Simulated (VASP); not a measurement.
# Ti (P6_3/mmc) in VASP: settings compared, part 2 of 2

VASP 6.6.1. Earlier steps stand in the parts before.

## 5. Single point, PBE (volume scaled by 0.97)

File INCAR:

```
SYSTEM = Ti
  PREC = Accurate
  ENCUT = 520
  EDIFF = 1E-6
  ISMEAR = -1
  SIGMA = 0.08
  LREAL = .False.
  LASPH = .True.
  NELM = 60
  ALGO = Normal
  ISIF = 2
  LWAVE = .False.
  LCHARG = .False.
  GGA = PE
  NBANDS = 19
```

File KPOINTS:

```
regular mesh
0
Gamma
  13 13 7
  0 0 0
```

File POSCAR:

```
Ti
1.0
    2.9201978648      0.0000000000      0.0000000000
   -1.4600989324      2.5289655350      0.0000000000
    0.0000000000      0.0000000000      4.6386634303
Ti
2
Direct
    0.3333333333      0.6666666667      0.2500000000
    0.6666666667      0.3333333333      0.7500000000
```

Potentials or basis: VASP PAW PBE potentials, release 64 (Ti_sv).

Launch:

```bash
cat potpaw_PBE.64/Ti_sv/POTCAR > POTCAR
mpirun -np 1 vasp_std > vasp.out
```

OUTCAR:

```text
SYSTEM = Ti
   PREC = Accurate
   ENCUT = 520
   EDIFF = 1E-6
   ISMEAR = -1
   LREAL = .False.
   LASPH = .True.
   NELM = 60
   ISIF = 2
   GGA = PE

 ion  position               nearest neighbor table
   1  0.333  0.667  0.250-   2 2.87   2 2.87   2 2.87   2 2.87   2 2.87   2 2.87
   2  0.667  0.333  0.750-   1 2.87   1 2.87   1 2.87   1 2.87   1 2.87   1 2.87

  LATTYP: Found a hexagonal cell.
 ALAT       =     2.9201978648
 C/A-ratio  =     1.5884757284

  Lattice vectors:

 A1 = (   2.9201978648,   0.0000000000,   0.0000000000)
 A2 = (  -1.4600989324,   2.5289655350,   0.0000000000)
 A3 = (   0.0000000000,   0.0000000000,   4.6386634303)

Analysis of symmetry for initial positions (statically):
=====================================================================
 Subroutine PRICEL returns:
 Original cell was already a primitive cell.

 Routine SETGRP: Setting up the symmetry group for a
 hexagonal supercell.

 Subroutine GETGRP returns: Found 24 space group operations
[... 155 lines left out ...]
   NGX = 11   NGY = 11   NGZ = 17

 number of electron      23.9999999 magnetization

 Free energy of the ion-electron system (eV)
  ---------------------------------------------------
  ext. energy  EPLUGINS =         0.00000000
  ---------------------------------------------------
  free energy    TOTEN  =       -15.69179347 eV

  energy without entropy =      -15.64466566  energy(sigma->0) =      -15.66822957

 E-fermi :   8.4744     XC(G=0): -11.5629

 val. band max:        8.4720330698   @ k =   0.0000   0.0000   0.4286
 cond. band min:       8.4855071148   @ k =   0.0769   0.0769   0.4286
 fundamental gap:      0.0134740450
 Fermi energy:         8.4744072911

 k-point     1 :       0.0000    0.0000    0.0000
  band No.  band energies     occupation
      1     -48.3484      2.00000
      2     -48.2053      2.00000
      3     -24.9471      2.00000
      4     -24.2809      2.00000
      5     -24.2809      2.00000
      6     -24.2106      2.00000
[... 505 lines left out ...]
      6     -24.3093      2.00000
[... 11 lines left out ...]
     18      10.3002      0.00000
     19      11.8304      0.00000

 [... further k-points ...]
[... 5 lines left out ...]
  --------------------------------------------------------------------------------------
  -------------------------------------------------------------------------------------
  Total        0.3585056      0.3585056      0.2916800      0.0000000      0.0000000     -0.0000000
  in kB       16.7671201     16.7671201     13.6417204      0.0000000      0.0000000     -0.0000000
  external PRESSURE =      15.7253202 kB  Pullay stress =       0.0000000 kB

 VOLUME and BASIS-vectors are now :
 -----------------------------------------------------------------------------
  energy-cutoff  :      520.00
  volume of cell :       34.26
      direct lattice vectors                 reciprocal lattice vectors
     2.920197865  0.000000000  0.000000000     0.342442549  0.197709298  0.000000000
    -1.460098932  2.528965535  0.000000000     0.000000000  0.395418596  0.000000000
     0.000000000  0.000000000  4.638663430     0.000000000  0.000000000  0.215579340

 POSITION                                       TOTAL-FORCE (eV/Angst)
 -----------------------------------------------------------------------------------
     -0.00000      1.68598      1.15967         0.000000      0.000000      0.000000
      1.46010      0.84299      3.47900        -0.000000     -0.000000      0.000000
 -----------------------------------------------------------------------------------
    total drift:                               -0.000000      0.000000     -0.000000

  FREE ENERGIE OF THE ION-ELECTRON SYSTEM (eV)
  ---------------------------------------------------
  free  energy   TOTEN  =       -15.6917934749 eV

  energy  without entropy=      -15.6446656614  energy(sigma->0) =      -15.66822957
```

OSZICAR:

```text
N       E                     dE             d eps       ncg     rms          rms(c)
DAV:   1     0.260555838889E+03    0.26056E+03   -0.12985E+04  3192   0.158E+03
DAV:   2     0.123210273923E+02   -0.24823E+03   -0.24432E+03  3279   0.440E+02
DAV:   3    -0.164012821751E+02   -0.28722E+02   -0.28375E+02  5927   0.123E+02
DAV:   4    -0.176634972207E+02   -0.12622E+01   -0.12603E+01  3719   0.263E+01
DAV:   5    -0.177205865131E+02   -0.57089E-01   -0.57085E-01  4668   0.407E+00    0.120E+01
DAV:   6    -0.156862744368E+02    0.20343E+01   -0.73446E+00  3721   0.273E+01    0.304E+00
DAV:   7    -0.156714991914E+02    0.14775E-01   -0.70094E-01  4822   0.616E+00    0.208E+00
DAV:   8    -0.156994863663E+02   -0.27987E-01   -0.20423E-01  3477   0.518E+00    0.722E-01
DAV:   9    -0.156913606497E+02    0.81257E-02   -0.44655E-02  3597   0.217E+00    0.700E-02
DAV:  10    -0.156917754605E+02   -0.41481E-03   -0.33229E-03  4610   0.342E-01    0.788E-02
DAV:  11    -0.156918058983E+02   -0.30438E-04   -0.10234E-04  4031   0.731E-02    0.392E-02
DAV:  12    -0.156917929928E+02    0.12906E-04   -0.38442E-05  3493   0.548E-02    0.299E-03
DAV:  13    -0.156917934749E+02   -0.48212E-06   -0.10819E-06  2356   0.916E-03
   1 F= -.15691793E+02 E0= -.15668230E+02  d E =-.471278E-01
```

Run time: 27 s. Hardware: 1 thread of Intel Xeon 6975P-C, shared host; peak memory 0.18 GiB.

What came out:

- Free energy: -15.6918 eV
- Pressure: 1.6 GPa
- Band gap on the k mesh: zero (band 12 reaches 9.27 eV, above the bottom of band 13 at 8.15 eV)

## 6. Single point, PBE

File INCAR:

```
  PREC = Accurate
  ENCUT = 520
  EDIFF = 1E-6
  ISMEAR = -1
  SIGMA = 0.08
  LREAL = False
  LASPH = True
  NELM = 80
  ALGO = Normal
  ISIF = 2
  LWAVE = False
  LCHARG = False
  GGA = PE
  NBANDS = 19
```

File KPOINTS:

```
regular mesh
0
Gamma
  13 13 7
```

File POSCAR:

```
Ti
1.0
    2.9499978604      0.0000000000      0.0000000000
   -1.4749989302      2.5547730882      0.0000000000
    0.0000000000      0.0000000000      4.6860000000
Ti
2
Direct
    0.3333333333      0.6666666667      0.2500000000
    0.6666666667      0.3333333333      0.7500000000
```

Potentials or basis: VASP PAW PBE potentials, release 64 (Ti_sv).

Launch:

```bash
cat potpaw_PBE.64/Ti_sv/POTCAR > POTCAR
mpirun -np 1 vasp_std > vasp.out
```

Run time: 30 s. Hardware: 1 thread of Intel Xeon 6975P-C, shared host; peak memory 0.18 GiB.

Results (log left out):

```yaml
Free_energy: -15.6910 eV
Pressure: -1.8 GPa
Band_gap_on_the_k_mesh: zero (band 12 reaches 8.93 eV, above the bottom of band 13 at 7.84 eV)
```

Stress tensor (GPa, compression positive):
```
-1.67  0.00  0.00
 0.00 -1.67  0.00
 0.00  0.00 -2.06
```

Levels at points of the mesh, in eV from the Fermi level:
```
           k point  band 8  band 9  band 10  band 11  band 12  band 13  band 14  band 15  band 16  band 17
(0.00, 0.00, 0.00)  -32.74   -6.16    -2.64     0.71     0.78     0.78     0.87     1.26     1.26     1.62
```

## 7. The runs side by side

| level | cell | gap on the mesh (eV) | pressure (GPa) |
| --- | --- | --- | --- |
| PBEsol | a = 2.950, b = 2.950, c = 4.686 Å, angles 90.0, 90.0, 120.0°, 2 atoms | none | -6.0 |
| PBE | a = 2.950, b = 2.950, c = 4.686 Å, angles 90.0, 90.0, 120.0°, 2 atoms | none | -1.8 |
| PBE | a = 2.890, b = 2.890, c = 4.591 Å, angles 90.0, 90.0, 120.0°, 2 atoms | none | 5.4 |
| PBE | a = 2.920, b = 2.920, c = 4.639 Å, angles 90.0, 90.0, 120.0°, 2 atoms | none | 1.6 |

Alike in all rows: task single point; potentials or basis VASP PAW PBE potentials, release 64 (Ti_sv); no spin polarisation; k mesh 13 × 13 × 7; cutoff (eV) 520; smearing fermi-dirac 0.08 eV.

Caveats: the PAW data sets were made with another functional, which shifts forces and pressure a little (some runs).

Absolute energies hang on the potentials; compare differences alone.
